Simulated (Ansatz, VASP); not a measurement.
MnSb in VASP and in Ansatz

File POSCAR:

```
MnSb
1.0
    4.1487275344      0.0000000000      0.0000000000
   -2.0743637672      3.5929034382      0.0000000000
    0.0000000000      0.0000000000      5.8067988331
Mn Sb
2 2
Direct
    0.0000000000      0.0000000000      0.0000000000
    0.0000000000      0.0000000000      0.5000000000
    0.3333333333      0.6666666667      0.2500000000
    0.6666666667      0.3333333333      0.7500000000
```

Contents of INCAR.step1:

```
PREC = Accurate
ENCUT = 520
ISMEAR = 0
SIGMA = 0.05
LREAL = False
LASPH = True
NELM = 100
NBANDS = 26
GGA = PE
ALGO = Normal
EDIFF = 1E-4
LWAVE = True
LCHARG = False
```

INCAR.step2

```
PREC = Accurate
ENCUT = 520
EDIFF = 1E-6
ISMEAR = 0
SIGMA = 0.05
LREAL = False
LASPH = True
NELM = 100
ALGO = Normal
ISIF = 2
LWAVE = False
LCHARG = False
METAGGA = R2SCAN
LMIXTAU = True
NBANDS = 26
ISTART = 1
```

File KPOINTS:

```
regular mesh
0
Gamma
  12 12 8
```

Input for Ansatz:

```yaml
crystal:
  lattice:
    - [4.1487275344, 0.0, 0.0]
    - [-2.0743637672, 3.5929034382, 0.0]
    - [0.0, 0.0, 5.8067988331]
  atoms:
    - { symbol: Mn, position: [0.0, 0.0, 0.0] }
    - { symbol: Mn, position: [0.0, 0.0, 0.5] }
    - { symbol: Sb, position: [0.3333333333, 0.6666666667, 0.25] }
    - { symbol: Sb, position: [0.6666666667, 0.3333333333, 0.75] }
basis:
  ecutwfc: 500
  ecutrho_ratio: 4
kpoints:
  mp_grid: { grid: [12, 12, 8] }
hamiltonian:
  xc: r2scan
scf:
  occupations: { method: gaussian, width: 0.05 }
output:
  forces: true
  stress: true
  eigenvalues: true
```

Alike in both runs: task single point; functional r2SCAN; k mesh 12 × 12 × 8; occupations gaussian, width 0.05 eV; no spin polarisation.

|  | VASP | Ansatz |
| --- | --- | --- |
| version | VASP 6.6.1 | Ansatz 0.2.0 |
| potentials or method | VASP PAW PBE potentials, release 64 (Mn_pv, Sb), cutoff 520 eV | scalar-relativistic, plane waves, PAW |
| valence electrons in the cell | 36 | 60 |

|  | VASP | Ansatz | Ansatz less VASP |
| --- | --- | --- | --- |
| gap on the k mesh at the Fermi level (eV) | none | none | - |
| pressure (GPa) | -18.4 | -18.4 | -0.01 |
| traceless stress, the component that is largest in VASP (GPa) | -7.26 | -7.34 | -0.087 |

VASP's potentials were made for PBE, not for r2SCAN. A gap of «none» marks a metal or a gap that the smearing closes. With one functional, cell and mesh, what is left measures potentials, basis and numerics. VASP's potentials hold 36 valence electrons a cell and Ansatz's 60, so a difference there can come from the potentials and not from the codes.

Spin-orbit coupling is off throughout.
